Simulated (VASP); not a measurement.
# Ni (Pm-3m) in VASP: a series of runs

The runs below take Ni through single point, relaxation of cell and atoms, with PBE.

Everything below comes from runs of VASP 6.6.1. Logs are shortened: lines on timing, memory, paths and dates and some standing lists are left out, and cuts for length are marked.

## Step 1: The cell of the first run

The structure is cubic, space group Pm-3m (No. 221). The conventional cell has a = 2.334 Å, b = 2.334 Å, c = 2.334 Å, α = 90.00°, β = 90.00°, γ = 90.00°. Within 3.1 Å of Ni (site symmetry m-3m) lie 6 Ni at 2.33 Å.

## Step 2: Single point, PBE, collinear spin, ferromagnetic start

File INCAR:

```
PREC = Accurate
ENCUT = 520
EDIFF = 1E-6
ISMEAR = -1
SIGMA = 0.05
LREAL = F
LASPH = T
NELM = 150
ALGO = Normal
ISIF = 2
LWAVE = F
LCHARG = F
ISPIN = 2
MAGMOM = 1
LORBIT = 11
LMAXMIX = 4
GGA = PE
NBANDS = 15
```

File KPOINTS:

```
regular mesh
0
Gamma
  17 17 17
```

File POSCAR:

```
Ni
1.0
    2.3341517497      0.0000000000      0.0000000000
    0.0000000000      2.3341517497      0.0000000000
    0.0000000000      0.0000000000      2.3341517497
Ni
1
Direct
    0.0000000000      0.0000000000      0.0000000000
```

Potentials or basis: VASP PAW PBE potentials, release 64 (Ni).

On the command line:

```console
> cat potpaw_PBE.64/Ni/POTCAR > POTCAR
> mpirun -np 1 vasp_std > vasp.out
```

OUTCAR:

```text
PREC = Accurate
   ENCUT = 520
   EDIFF = 1E-6
   ISMEAR = -1
   LREAL = F
   LASPH = T
   NELM = 150
   ISIF = 2
   ISPIN = 2
   LORBIT = 11
   GGA = PE

 ion  position               nearest neighbor table
   1  0.000  0.000  0.000-

  LATTYP: Found a simple cubic cell.
 ALAT       =     2.3341517497

  Lattice vectors:

 A1 = (   2.3341517497,   0.0000000000,   0.0000000000)
 A2 = (   0.0000000000,   2.3341517497,   0.0000000000)
 A3 = (   0.0000000000,   0.0000000000,   2.3341517497)

Analysis of symmetry for initial positions (statically):
=====================================================================
 Subroutine PRICEL returns:
 Original cell was already a primitive cell.

 Routine SETGRP: Setting up the symmetry group for a
 simple cubic supercell.

 Subroutine GETGRP returns: Found 48 space group operations
[... 9 lines left out ...]

 Routine SETGRP: Setting up the symmetry group for a
 simple cubic supercell.

 Subroutine GETGRP returns: Found 48 space group operations
 (whereof 48 operations were pure point group operations)
 out of a pool of 48 trial point group operations.

The dynamic configuration has the point symmetry O_h .

Analysis of structural, dynamic, and magnetic symmetry:
=====================================================================
 Subroutine PRICEL returns:
 Original cell was already a primitive cell.

 Routine SETGRP: Setting up the symmetry group for a
 simple cubic supercell.

 Subroutine GETGRP returns: Found 48 space group operations
 (whereof 48 operations were pure point group operations)
 out of a pool of 48 trial point group operations.

The overall configuration has the point symmetry O_h .

 Subroutine INISYM returns: Found 48 space group operations
[... 5 lines left out ...]
                                     Primitive cell

  volume of cell :      12.7171

  direct lattice vectors                    reciprocal lattice vectors
     2.334151750  0.000000000  0.000000000     0.428421160  0.000000000  0.000000000
     0.000000000  2.334151750  0.000000000     0.000000000  0.428421160  0.000000000
     0.000000000  0.000000000  2.334151750     0.000000000  0.000000000  0.428421160

  length of vectors
     2.334151750  2.334151750  2.334151750     0.428421160  0.428421160  0.428421160

  position of ions in fractional coordinates (direct lattice)
     0.000000000  0.000000000  0.000000000

  ion indices of the primitive-cell ions
   primitive index   ion index
                 1           1

----------------------------------------------------------------------------------------

 KPOINTS: regular mesh

Automatic generation of k-mesh.
 Grid dimensions read from file:
[... 104 lines left out ...]

 Free energy of the ion-electron system (eV)
  ---------------------------------------------------
  ext. energy  EPLUGINS =         0.00000000
  ---------------------------------------------------
  free energy    TOTEN  =        -4.78205680 eV

  energy without entropy =       -4.76505959  energy(sigma->0) =       -4.77355819

 E-fermi :   7.3493     XC(G=0): -12.2605

 val. band max:        7.3479531543   @ k =   0.1765   0.1176   0.1176
 cond. band min:       7.3525831488   @ k =   0.2941   0.1765   0.0588
 fundamental gap:      0.0046299945
 Fermi energy:         7.3493393579

 spin component 1

 k-point     1 :       0.0000    0.0000    0.0000
  band No.  band energies     occupation
      1      -0.5746      1.00000
      2       3.8269      1.00000
      3       3.8269      1.00000
      4       6.9876      0.99928
      5       6.9876      0.99928
      6       6.9876      0.99928
      7      26.6542      0.00000
      8      26.6542      0.00000
      9      26.6542      0.00000
     10      30.4356      0.00000
     11      30.4356      0.00000
     12      34.5744      0.00000
     13      48.7643      0.00000
     14      48.7643      0.00000
[... 403 lines left out ...]
      4       6.0116      1.00000
      5       6.9517      0.99965
      6       7.4603      0.09807
      7      11.1552      0.00000
      8      28.6296      0.00000
      9      30.5482      0.00000
     10      33.1938      0.00000
     11      34.2273      0.00000
     12      36.9566      0.00000
     13      38.9240      0.00000
     14      40.9562      0.00000
     15      45.6768      0.00000

 [... further k-points ...]

 spin component 2

 k-point     1 :       0.0000    0.0000    0.0000
  band No.  band energies     occupation
      1      -0.5598      1.00000
      2       4.2326      1.00000
      3       4.2326      1.00000
      4       7.6134      0.00506
      5       7.6134      0.00506
      6       7.6134      0.00506
      7      26.7193      0.00000
      8      26.7193      0.00000
      9      26.7193      0.00000
     10      30.5093      0.00000
     11      30.5093      0.00000
     12      34.5685      0.00000
     13      48.7836      0.00000
     14      48.7836      0.00000
[... 403 lines left out ...]
      4       6.5962      1.00000
      5       7.5759      0.01066
      6       7.7009      0.00088
      7      11.4603      0.00000
      8      28.6547      0.00000
      9      30.6571      0.00000
     10      33.1509      0.00000
     11      34.3508      0.00000
     12      37.0152      0.00000
     13      39.0181      0.00000
     14      40.9624      0.00000
     15      45.7627      0.00000

 [... further k-points ...]

------------------------ aborting loop because EDIFF is reached ----------------------------------------

  FORCE on cell =-STRESS in cart. coord.  units (eV):
  Direction    XX          YY          ZZ          XY          YZ          ZX
  --------------------------------------------------------------------------------------
  -------------------------------------------------------------------------------------
  Total       -0.0895822     -0.0895822     -0.0895822     -0.0000000     -0.0000000     -0.0000000
  in kB      -11.2861263    -11.2861263    -11.2861263     -0.0000000     -0.0000000     -0.0000000
  external PRESSURE =     -11.2861263 kB  Pullay stress =       0.0000000 kB

 VOLUME and BASIS-vectors are now :
 -----------------------------------------------------------------------------
  energy-cutoff  :      520.00
  volume of cell :       12.72
      direct lattice vectors                 reciprocal lattice vectors
     2.334151750  0.000000000  0.000000000     0.428421160  0.000000000  0.000000000
     0.000000000  2.334151750  0.000000000     0.000000000  0.428421160  0.000000000
     0.000000000  0.000000000  2.334151750     0.000000000  0.000000000  0.428421160

 POSITION                                       TOTAL-FORCE (eV/Angst)
 -----------------------------------------------------------------------------------
      0.00000      0.00000      0.00000         0.000000      0.000000      0.000000
 -----------------------------------------------------------------------------------
    total drift:                                0.000000      0.000000      0.000000

  FREE ENERGIE OF THE ION-ELECTRON SYSTEM (eV)
  ---------------------------------------------------
  free  energy   TOTEN  =        -4.7820568023 eV

  energy  without entropy=       -4.7650595874  energy(sigma->0) =       -4.77355819

 total charge

# of ion       s       p       d       tot
------------------------------------------
    1        0.505   0.379   8.352   9.236

 magnetization (x)

# of ion       s       p       d       tot
------------------------------------------
    1       -0.000  -0.003   0.518   0.515
```

OSZICAR:

```text
N       E                     dE             d eps       ncg     rms          rms(c)
DAV:   1     0.339714301199E+02    0.33971E+02   -0.42366E+03 10399   0.823E+02
DAV:   2    -0.397989819417E+01   -0.37951E+02   -0.35063E+02 11608   0.156E+02
DAV:   3    -0.556063238305E+01   -0.15807E+01   -0.15594E+01 11559   0.315E+01
DAV:   4    -0.557260343990E+01   -0.11971E-01   -0.11968E-01 12323   0.260E+00
DAV:   5    -0.557280866667E+01   -0.20523E-03   -0.20523E-03 12062   0.305E-01    0.836E+00
DAV:   6    -0.517003495660E+01    0.40277E+00   -0.11232E+01 14058   0.373E+01    0.650E+00
DAV:   7    -0.479311344428E+01    0.37692E+00   -0.24164E+00 13879   0.159E+01    0.167E+00
DAV:   8    -0.478416529332E+01    0.89482E-02   -0.10684E-02 12035   0.657E-01    0.868E-01
DAV:   9    -0.478228137097E+01    0.18839E-02   -0.16775E-03 15820   0.222E-01    0.252E-01
DAV:  10    -0.478204236808E+01    0.23900E-03   -0.11111E-03 13867   0.186E-01    0.108E-01
DAV:  11    -0.478206658722E+01   -0.24219E-04   -0.18788E-04 14363   0.129E-01    0.390E-02
DAV:  12    -0.478205915221E+01    0.74350E-05   -0.74402E-06 11763   0.271E-02    0.119E-02
DAV:  13    -0.478205653921E+01    0.26130E-05   -0.12577E-06  9584   0.753E-03    0.637E-03
DAV:  14    -0.478205680228E+01   -0.26307E-06   -0.35630E-07  5678   0.490E-03
   1 F= -.47820568E+01 E0= -.47735582E+01  d E =-.169972E-01  mag=     0.5084
```

stdout:

```text
POSCAR found type information on POSCAR Ni
 POSCAR found :  1 types and       1 ions
 scaLAPACK will be used
 LDA part: xc-table for (Slater+PW92), standard interpolation
 POSCAR, INCAR and KPOINTS ok, starting setup
 FFT: planning ... GRIDC
 FFT: planning ... GRID_SOFT
 FFT: planning ... GRID
 WAVECAR not read
 entering main loop
```

It took 22 s on 1 thread of Intel Xeon 6975P-C (Granite Rapids), shared host; peak memory 0.15 GiB.

Results:

- Free energy: -4.7821 eV
- Pressure: -1.1 GPa
- Net moment: 0.51 μB per cell
- Site moments: Ni +0.52 μB
- Valence electrons inside the program's atomic spheres: Ni 9.24

## Step 3: Single point, PBE, collinear spin, ferromagnetic start

File INCAR:

```
SYSTEM = Ni
  PREC = Accurate
  ENCUT = 520
  EDIFF = 1E-6
  ISMEAR = -1
  SIGMA = 0.05
  LREAL = .FALSE.
  LASPH = .TRUE.
  NELM = 150
  ALGO = Normal
  ISIF = 2
  LWAVE = .FALSE.
  LCHARG = .FALSE.
  ISPIN = 2
  MAGMOM = 1
  LORBIT = 11
  LMAXMIX = 4
  GGA = PE
  NBANDS = 15
```

File KPOINTS:

```
regular mesh
0
G
  17 17 17
  0 0 0
```

POSCAR is that of step 2.

Potentials or basis: VASP PAW PBE potentials, release 64 (Ni).

On the command line:

```console
> cat potpaw_PBE.64/Ni/POTCAR > POTCAR
> mpirun -np 1 vasp_std > vasp.out
```

Wall time 23 s (1 thread of Intel Xeon 6975P-C (Granite Rapids), shared host); peak memory 0.16 GiB.

Results (log left out):

| Property | Result |
| --- | --- |
| Free energy | -4.7821 eV |
| Pressure | -1.1 GPa |
| Net moment | 0.51 μB per cell |
| Site moments | Ni +0.52 μB |
| Valence electrons inside the program's atomic spheres | Ni 9.24 |

Levels at points of the mesh, in eV from the Fermi level:
Spin up:
```tsv
k point	band 3	band 4	band 5	band 6	band 7	band 8
(0.00, 0.00, 0.00)	-3.52	-0.36	-0.36	-0.36	19.30	19.30
```
Spin down:
```tsv
k point	band 2	band 3	band 4	band 5	band 6	band 7	band 8	band 9
(0.00, 0.00, 0.00)	-3.12	-3.12	0.26	0.26	0.26	19.37	19.37	19.37
```

## Step 4: Relaxation of cell and atoms, PBE, collinear spin, ferromagnetic start, target pressure -0.94 GPa, at which the enthalpy is minimised

This run uses another cell than the first one, of 11.84 Å³/atom, 0.931 times its volume.

File INCAR:

```
PREC = Accurate ; ENCUT = 600
EDIFF = 1E-6 ; ISMEAR = -1
SIGMA = 0.05 ; LREAL = False
LASPH = True ; NELM = 150
ALGO = Normal ; ISIF = 3
LWAVE = False ; LCHARG = False
ISPIN = 2 ; MAGMOM = 1
LORBIT = 11 ; LMAXMIX = 4
GGA = PE ; IBRION = 2
NSW = 60 ; EDIFFG = -0.005
PSTRESS = -9.399999999999999
```

File KPOINTS:

```
regular mesh
0
Gamma
  17 17 17
```

File POSCAR:

```
Ni
1.0
    2.2791556894      0.0000000000      0.0000000000
    0.0000000000      2.2791556894      0.0000000000
    0.0000000000      0.0000000000      2.2791556894
Ni
1
Direct
    0.0000000000      0.0000000000      0.0000000000
```

On the command line:

```console
> cat potpaw_PBE.64/Ni/POTCAR > POTCAR
> mpirun -np 1 vasp_std > vasp.out
```

Run time: 38 s. Hardware: 1 thread of Intel Xeon 6975P-C (Granite Rapids), shared host; peak memory 0.16 GiB.

Results (log left out):

```
Free energy                                            : -4.7815 eV
Relaxed volume                                         : 12.70 Å³/atom
Relaxed cell                                           : a = 2.333 Å, b = 2.333 Å, c = 2.333 Å, α = 90.00°, β = 90.00°, γ = 90.00°
Space group after relaxing (to 0.05 Å)                 : Pm-3m (No. 221)
Energy change on relaxing (the enthalpy is what falls) : -22.8 meV/atom
Ionic steps                                            : 3
Pressure after relaxing                                : -1.0 GPa
Net moment                                             : 0.51 μB per cell
Site moments                                           : Ni +0.51 μB
Valence electrons inside the program's atomic spheres  : Ni 9.24
```

Step by step:
```
step  energy change (eV)  largest force (eV/Å)  pressure (GPa)  volume (Å³)
   1              0.0000                0.0000           10.31        11.84
   2             -0.0077                0.0000           -6.39        13.32
   3             -0.0228                0.0000           -0.97        12.70
```

Final structure:
```
Ni
1.0
     2.33287    0.00000    0.00000
     0.00000    2.33287    0.00000
     0.00000    0.00000    2.33287
Ni
1
Direct
  0.00000 0.00000 0.00000
```

Levels at points of the mesh, in eV from the Fermi level:
Spin up:
```tsv
k point	band 2	band 3	band 4	band 5	band 6	band 7	band 8	band 9
(0.00, 0.00, 0.00)	-3.53	-3.53	-0.36	-0.36	-0.36	19.33	19.33	19.33
```
Spin down:
| k point | band 1 | band 2 | band 3 | band 4 | band 5 | band 6 | band 7 | band 8 | band 9 | band 10 |
| --- | --- | --- | --- | --- | --- | --- | --- | --- | --- | --- |
| (0.00, 0.00, 0.00) | -7.92 | -3.12 | -3.12 | 0.26 | 0.26 | 0.26 | 19.39 | 19.39 | 19.39 | 23.18 |

Caveat: the cell is relaxed towards a set pressure, so the enthalpy falls and the energy may rise.
